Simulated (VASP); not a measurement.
# Ti (Im-3m) in VASP: further runs

Aim: see how the results for Ti move with the level of theory and the settings. Levels: HF, PBE-based screened hybrid. Tasks: single point.

Everything below comes from runs of VASP 6.6.1. Logs are shortened: lines on timing, memory, paths and dates and some standing lists are left out, and cuts for length are marked.

### Step 1. The cell of the first run

The structure is cubic, space group Im-3m (No. 229). The conventional cell has a = 3.282 Å, b = 3.282 Å, c = 3.282 Å, α = 90.00°, β = 90.00°, γ = 90.00°. Within 3.7 Å of Ti (site symmetry m-3m) lie 14 Ti at 2.84 to 3.28 Å.

### Step 2. Single point, HF

POSCAR reads:

```
Ti
1.0
   -1.6410000000      1.6410000000      1.6410000000
    1.6410000000     -1.6410000000      1.6410000000
    1.6410000000      1.6410000000     -1.6410000000
Ti
1
Direct
    0.0000000000      0.0000000000      0.0000000000
```

INCAR.step1 reads:

```
PREC = Accurate
ENCUT = 520
EDIFF = 1E-5
ISMEAR = -1
SIGMA = 0.05
LREAL = F
LASPH = T
NELM = 60
ALGO = Normal
ISIF = 2
LWAVE = T
NBANDS = 12
GGA = PE
```

INCAR.step2 reads:

```
PREC = Accurate
ENCUT = 520
EDIFF = 1E-6
ISMEAR = -1
SIGMA = 0.05
LREAL = F
LASPH = T
NELM = 60
ALGO = Normal
ISIF = 2
LWAVE = F
LCHARG = T
GGA = PE
LHFCALC = T
AEXX = 1.0
ALDAC = 0.0
AGGAC = 0.0
PRECFOCK = Normal
LELF = T
LVHAR = T
NBANDS = 12
ISTART = 1
```

KPOINTS reads:

```
Automatic mesh
0
Gamma
  6 6 6
```

Potentials or basis: VASP PAW PBE potentials, release 64 (Ti_sv).

Launch:

```bash
$ cat potpaw_PBE.64/Ti_sv/POTCAR > POTCAR
$ cp INCAR.step1 INCAR
$ mpirun -np 1 vasp_std > vasp.out
$ cp INCAR.step2 INCAR
$ mpirun -np 1 vasp_std > vasp.out
```

OUTCAR:

```text
PREC = Accurate
   ENCUT = 520
   EDIFF = 1E-6
   ISMEAR = -1
   LREAL = F
   LASPH = T
   NELM = 60
   ISIF = 2
   GGA = PE
   LHFCALC = T
   AEXX = 1.0
   PRECFOCK = Normal
   ISTART = 1

 ion  position               nearest neighbor table
   1  0.000  0.000  0.000-

  LATTYP: Found a body centered cubic cell.
 ALAT       =     3.2820000000

  Lattice vectors:

 A1 = (  -1.6410000000,   1.6410000000,   1.6410000000)
 A2 = (   1.6410000000,  -1.6410000000,   1.6410000000)
 A3 = (   1.6410000000,   1.6410000000,  -1.6410000000)

Analysis of symmetry for initial positions (statically):
=====================================================================
 Subroutine PRICEL returns:
 Original cell was already a primitive cell.

 Routine SETGRP: Setting up the symmetry group for a
 body centered cubic supercell.

 Subroutine GETGRP returns: Found 48 space group operations
[... 9 lines left out ...]

 Routine SETGRP: Setting up the symmetry group for a
 body centered cubic supercell.

 Subroutine GETGRP returns: Found 48 space group operations
[... 11 lines left out ...]
                                     Primitive cell

  volume of cell :      17.6761

  direct lattice vectors                    reciprocal lattice vectors
    -1.641000000  1.641000000  1.641000000     0.000000000  0.304692261  0.304692261
     1.641000000 -1.641000000  1.641000000     0.304692261  0.000000000  0.304692261
     1.641000000  1.641000000 -1.641000000     0.304692261  0.304692261  0.000000000

  length of vectors
     2.842295375  2.842295375  2.842295375     0.430899928  0.430899928  0.430899928

  position of ions in fractional coordinates (direct lattice)
     0.000000000  0.000000000  0.000000000

  ion indices of the primitive-cell ions
   primitive index   ion index
                 1           1

----------------------------------------------------------------------------------------

 KPOINTS: Automatic mesh

Automatic generation of k-mesh.
 Grid dimensions read from file:
 generate k-points for:    6    6    6

 Generating k-lattice:

  Cartesian coordinates                     Fractional coordinates (reciprocal lattice)
     0.000000000  0.050782043  0.050782043     0.166666667  0.000000000  0.000000000
     0.050782043  0.000000000  0.050782043     0.000000000  0.166666667  0.000000000
     0.050782043  0.050782043  0.000000000     0.000000000  0.000000000  0.166666667

  Length of vectors
     0.071816655  0.071816655  0.071816655

  Shift w.r.t. Gamma in fractional coordinates (k-lattice)
     0.000000000  0.000000000  0.000000000

 Subroutine IBZKPT returns following result:
 ===========================================

 Found     16 irreducible k-points:

 Following reciprocal coordinates:
            Coordinates               Weight
  0.000000  0.000000  0.000000      1.000000
  0.166667  0.000000  0.000000     12.000000
  0.333333  0.000000  0.000000     12.000000
  0.500000  0.000000  0.000000      6.000000
  0.166667  0.166667  0.000000     24.000000
  0.333333  0.166667  0.000000     48.000000
[... 8 lines left out ...]
  0.500000  0.500000  0.333333     12.000000
  0.500000  0.500000  0.500000      1.000000
   k-points           NKPTS =     16   k-points in BZ     NKDIM =    216   number of bands    NBANDS=     12
   number of dos      NEDOS =    301   number of ions     NIONS =      1
   total plane-waves  NPLWV =  13824
   dimension x,y,z NGX =    24 NGY =   24 NGZ =   24
   dimension x,y,z NGXF=    48 NGYF=   48 NGZF=   48
   ions per type =               1
   NGX,Y,Z   is equivalent  to a cutoff of  14.04, 14.04, 14.04 a.u.
   NGXF,Y,Z  is equivalent  to a cutoff of  28.08, 28.08, 28.08 a.u.
 SYSTEM =  unknown system
   PREC   = accura    normal or accurate (medium, high low for compatibility)
   ISTART =      1    job   : 0-new  1-cont  2-samecut
   ICHARG =      0    charge: 1-file 2-atom 10-const
   ISPIN  =      1    spin polarized calculation?
   LNONCOLLINEAR =      F non collinear calculations
   LSORBIT =      F    spin-orbit coupling
   LASPH  =      T    aspherical Exc in radial PAW
   ENCUT  =  520.0 eV  38.22 Ry    6.18 a.u.   5.28  5.28  5.28*2*pi/ulx,y,z
   NELM   =     60;   NELMIN=  2; NELMDL=  0     # of ELM steps
   EDIFF  = 0.1E-05   stopping-criterion for ELM
   LREAL  =      F    real-space projection
   EDIFFG = 0.1E-04   stopping-criterion for IOM
   NSW    =      0    number of steps for IOM
   IBRION =     -1    ionic relax: 0-MD 1-quasi-New 2-CG
   NFREE  =      0    steps in history (QN), initial steepest desc. (CG)
   ISIF   =      2    stress and relaxation
   ISYM   =      3    0-nonsym 1-usesym 2-fastsym
   POTIM  = 0.5000    time-step for ionic-motion
   TEBEG  =    0.0;   TEEND  =   0.0 temperature during run
   PSTRESS=    0.0 pullay stress
   NELECT =      12.0000    total number of electrons
   NUPDOWN=      -1.0000    fix difference up-down
   EMIN   =  10.00;   EMAX   =-10.00  energy-range for DOS
   EFERMI =   0.00;   METHOD = LEGACY
   ISMEAR =    -1;   SIGMA  =   0.05  broadening in eV -4-tet -1-fermi 0-gaus
   EFERMI_NEDOS =   21; number of points for ismear=-14 and -15
   IALGO  =     38    algorithm
   IMIX   =      1    mixing-type and parameters
     AMIX     =   0.40;   BMIX     =  1.00
     AMIX_MAG =   1.60;   BMIX_MAG =  1.00
  volume/ion in A,a.u.               =      17.68       119.28
  Fermi-wavevector in a.u.,A,eV,Ry     =   1.438821  2.718977 28.166848  2.070205
  Thomas-Fermi vector in A             =   2.557745
   LORBIT       =      0    0 simple, 1 ext, 2 COOP (PROOUT), +10 PAW based schemes
   GGA     = PE    functional components
   LHFCALC =     T    Hartree Fock is set to
   PRECFOCK=normal    Normal, Fast or Accurate (Low or Medium for compatibility)
   ENCUT4O =  -1.0   cutoff for four orbital integrals eV
   NKREDX  =     1    reduce k-point grid by
   NKREDY  =     1    reduce k-point grid by
   NKREDZ  =     1    reduce k-point grid by
   AEXX    =    1.0000 exact exchange contribution
   HFSCREEN=    0.0000 screening length (either q_TF or 0.3 A-1)
   HFSCREENC=   0.0000 screening length for correlation (either q_TF or 0.3 A-1)
   ENCUTFOCK=  -1.0 apply spherical cutoff to Coloumb kernel
   IVDW    =     0    specifies the selected vdW correction
   LEPSILON=     F    determine dielectric tensor
   LRPA    =     F    only Hartree local field effects (RPA)
 non-spin polarized calculation
  energy-cutoff  :      520.00
  volume of cell :       17.68
 maximum number of plane-waves:       490
 NGX is ok and might be reduce to    24
  NGX = 16; NGY = 16; NGZ = 16

 number of electron      12.0000001 magnetization

 Free energy of the ion-electron system (eV)
  ---------------------------------------------------
  ext. energy  EPLUGINS =         0.00000000
  ---------------------------------------------------
  free energy    TOTEN  =       -17.32241812 eV

  energy without entropy =      -17.30716691  energy(sigma->0) =      -17.31479251

 E-fermi :  10.6073     XC(G=0):   0.0000

 val. band max:        9.6701306946   @ k =   0.5000   0.0000   0.0000
 cond. band min:      10.6198531964   @ k =   0.3333   0.1667   0.0000
 fundamental gap:      0.9497225018
 Fermi energy:        10.6072635445

 k-point     1 :       0.0000    0.0000    0.0000
  band No.  band energies     occupation
      1     -68.5548      2.00000
      2     -37.6408      2.00000
      3     -37.6408      2.00000
      4     -37.6408      2.00000
      5      -3.7371      2.00000
      6      15.4271      0.00000
      7      15.4271      0.00000
      8      15.4271      0.00000
      9      17.0307      0.00000
     10      17.0307      0.00000
     11      32.1338      0.00000
     12      32.1338      0.00000

 k-point     2 :       0.1667    0.0000    0.0000
  band No.  band energies     occupation
      1     -68.5167      2.00000
      2     -37.8563      2.00000
      3     -37.6926      2.00000
      4     -37.6434      2.00000
      5      -2.3816      2.00000
      6      14.4240      0.00000
      7      14.6338      0.00000
      8      16.2122      0.00000
      9      16.6147      0.00000
     10      16.9730      0.00000
     11      30.9636      0.00000
     12      31.6786      0.00000

 k-point     3 :       0.3333    0.0000    0.0000
  band No.  band energies     occupation
      1     -68.4396      2.00000
      2     -38.2664      2.00000
      3     -37.7947      2.00000
      4     -37.6478      2.00000
      5       0.9580      2.00000
      6      10.9903      0.00094
      7      12.8994      0.00000
      8      17.0051      0.00000
      9      17.0391      0.00000
     10      18.1585      0.00000
     11      26.3652      0.00000
     12      28.7582      0.00000
[... 166 lines left out ...]
 k-point    15 :       0.5000    0.5000    0.3333
  band No.  band energies     occupation
      1     -68.3335      2.00000
      2     -38.1939      2.00000
      3     -38.0395      2.00000
      4     -37.9993      2.00000
      5       4.0412      2.00000
      6       4.1645      2.00000
      7      16.2933      0.00000
      8      16.3438      0.00000
      9      19.2514      0.00000
     10      20.6660      0.00000
     11      22.7378      0.00000
     12      24.5977      0.00000

 k-point    16 :       0.5000    0.5000    0.5000
  band No.  band energies     occupation
      1     -68.3116      2.00000
      2     -38.0999      2.00000
      3     -38.0999      2.00000
      4     -38.0999      2.00000
      5       3.4333      2.00000
      6       3.4333      2.00000
      7      19.1647      0.00000
      8      19.1647      0.00000
      9      19.1647      0.00000
     10      21.4868      0.00000
     11      21.4868      0.00000
     12      21.4868      0.00000

------------------------ aborting loop because EDIFF is reached ----------------------------------------

  FORCE on cell =-STRESS in cart. coord.  units (eV):
  Direction    XX          YY          ZZ          XY          YZ          ZX
  --------------------------------------------------------------------------------------
  -------------------------------------------------------------------------------------
  Total        0.5438906      0.5438906      0.5438906     -0.0000000     -0.0000000      0.0000000
  in kB       49.2988088     49.2988088     49.2988088     -0.0000000     -0.0000000      0.0000000
  external PRESSURE =      49.2988088 kB  Pullay stress =       0.0000000 kB

 VOLUME and BASIS-vectors are now :
 -----------------------------------------------------------------------------
  energy-cutoff  :      520.00
  volume of cell :       17.68
      direct lattice vectors                 reciprocal lattice vectors
    -1.641000000  1.641000000  1.641000000     0.000000000  0.304692261  0.304692261
     1.641000000 -1.641000000  1.641000000     0.304692261  0.000000000  0.304692261
     1.641000000  1.641000000 -1.641000000     0.304692261  0.304692261  0.000000000

 POSITION                                       TOTAL-FORCE (eV/Angst)
 -----------------------------------------------------------------------------------
      0.00000      0.00000      0.00000        -0.000000      0.000000      0.000000
 -----------------------------------------------------------------------------------
    total drift:                                0.000000     -0.000000     -0.000000

  FREE ENERGIE OF THE ION-ELECTRON SYSTEM (eV)
  ---------------------------------------------------
  free  energy   TOTEN  =       -17.3224181194 eV

  energy  without entropy=      -17.3071669062  energy(sigma->0) =      -17.31479251
```

Wall time 8.3 min (1 thread of Intel Xeon Platinum 8488C (Sapphire Rapids), shared host); peak memory 0.15 GiB.

What came out:

```yaml
Free_energy: -17.3224 eV
Pressure: 4.9 GPa
Band_gap_on_the_k_mesh: zero (band 6 reaches 15.43 eV, above the bottom of band 7 at 7.32 eV)
```

Caveat: the k points lie up to 0.45 Å⁻¹ apart; the PAW data sets were made with another functional, which shifts forces and pressure a little.

### Step 3. Single point, PBE-based screened hybrid

POSCAR is that of step 2.

INCAR.step1 reads:

```
  PREC = Accurate
  ENCUT = 520
  EDIFF = 1E-5
  ISMEAR = -1
  SIGMA = 0.05
  LREAL = False
  LASPH = True
  NELM = 80
  ALGO = Normal
  ISIF = 2
  LWAVE = True
  LCHARG = False
  GGA = PE
  NBANDS = 12
```

INCAR.step2 reads:

```
  PREC = Accurate
  ENCUT = 520
  EDIFF = 1E-6
  ISMEAR = -1
  SIGMA = 0.05
  LREAL = False
  LASPH = True
  NELM = 80
  ALGO = Normal
  ISIF = 2
  LWAVE = False
  LCHARG = False
  GGA = PE
  LHFCALC = True
  AEXX = 0.25
  HFSCREEN = 0.3
  PRECFOCK = Normal
  ISTART = 1
  NBANDS = 12
```

KPOINTS is that of step 2.

Potentials or basis: VASP PAW PBE potentials, release 64 (Ti_sv).

Launch:

```bash
$ cat potpaw_PBE.64/Ti_sv/POTCAR > POTCAR
$ cp INCAR.step1 INCAR
$ mpirun -np 1 vasp_std > vasp.out
$ cp INCAR.step2 INCAR
$ mpirun -np 1 vasp_std > vasp.out
```

OUTCAR:

```text
PREC = Accurate
   ENCUT = 520
   EDIFF = 1E-6
   ISMEAR = -1
   LREAL = False
   LASPH = True
   NELM = 80
   ISIF = 2
   GGA = PE
   LHFCALC = True
   AEXX = 0.25
   HFSCREEN = 0.3
   PRECFOCK = Normal
   ISTART = 1

 ion  position               nearest neighbor table
   1  0.000  0.000  0.000-

  LATTYP: Found a body centered cubic cell.
 ALAT       =     3.2820000000

  Lattice vectors:

 A1 = (  -1.6410000000,   1.6410000000,   1.6410000000)
 A2 = (   1.6410000000,  -1.6410000000,   1.6410000000)
 A3 = (   1.6410000000,   1.6410000000,  -1.6410000000)

Analysis of symmetry for initial positions (statically):
=====================================================================
 Subroutine PRICEL returns:
 Original cell was already a primitive cell.

 Routine SETGRP: Setting up the symmetry group for a
 body centered cubic supercell.
[... 165 lines left out ...]

 val. band max:        7.9513522428   @ k =   0.3333   0.1667   0.0000
 cond. band min:       8.0837415110   @ k =   0.3333   0.0000   0.0000
 fundamental gap:      0.1323892682
 Fermi energy:         7.9589165672

 k-point     1 :       0.0000    0.0000    0.0000
  band No.  band energies     occupation
      1     -53.4860      2.00000
      2     -27.6878      2.00000
      3     -27.6878      2.00000
      4     -27.6878      2.00000
      5       0.9711      2.00000
      6       9.3862      0.00000
      7       9.3862      0.00000
      8       9.3862      0.00000
      9      11.1477      0.00000
     10      11.1477      0.00000
     11      25.9801      0.00000
     12      25.9801      0.00000
[... 211 lines left out ...]
 k-point    16 :       0.5000    0.5000    0.5000
  band No.  band energies     occupation
      1     -53.2685      2.00000
      2     -28.1316      2.00000
      3     -28.1316      2.00000
      4     -28.1316      2.00000
      5       5.4394      2.00000
      6       5.4394      2.00000
      7      12.4445      0.00000
      8      12.4445      0.00000
      9      12.4445      0.00000
     10      16.5829      0.00000
     11      16.5829      0.00000
     12      16.5829      0.00000

------------------------ aborting loop because EDIFF is reached ----------------------------------------

  FORCE on cell =-STRESS in cart. coord.  units (eV):
  Direction    XX          YY          ZZ          XY          YZ          ZX
  --------------------------------------------------------------------------------------
  -------------------------------------------------------------------------------------
  Total       -0.2830409     -0.2830409     -0.2830409     -0.0000000      0.0000000      0.0000000
  in kB      -25.6551214    -25.6551214    -25.6551214     -0.0000000      0.0000000      0.0000000
  external PRESSURE =     -25.6551214 kB  Pullay stress =       0.0000000 kB

 VOLUME and BASIS-vectors are now :
 -----------------------------------------------------------------------------
  energy-cutoff  :      520.00
  volume of cell :       17.68
      direct lattice vectors                 reciprocal lattice vectors
    -1.641000000  1.641000000  1.641000000     0.000000000  0.304692261  0.304692261
     1.641000000 -1.641000000  1.641000000     0.304692261  0.000000000  0.304692261
     1.641000000  1.641000000 -1.641000000     0.304692261  0.304692261  0.000000000

 POSITION                                       TOTAL-FORCE (eV/Angst)
 -----------------------------------------------------------------------------------
      0.00000      0.00000      0.00000        -0.000000     -0.000000     -0.000000
 -----------------------------------------------------------------------------------
    total drift:                                0.000000     -0.000000     -0.000000

  FREE ENERGIE OF THE ION-ELECTRON SYSTEM (eV)
  ---------------------------------------------------
  free  energy   TOTEN  =        -8.9324947856 eV

  energy  without entropy=       -8.9133208571  energy(sigma->0) =       -8.92290782
```

It took 8 min on 1 thread of Intel Xeon Platinum 8488C (Sapphire Rapids), shared host; peak memory 0.24 GiB.

What came out:

| Property | Result |
| --- | --- |
| Free energy | -8.9325 eV |
| Pressure | -2.6 GPa |
| Band gap on the k mesh | zero (band 6 reaches 9.39 eV, above the bottom of band 7 at 7.17 eV) |

Caveat: the k points lie up to 0.45 Å⁻¹ apart; the PAW data sets were made with another functional, which shifts forces and pressure a little.
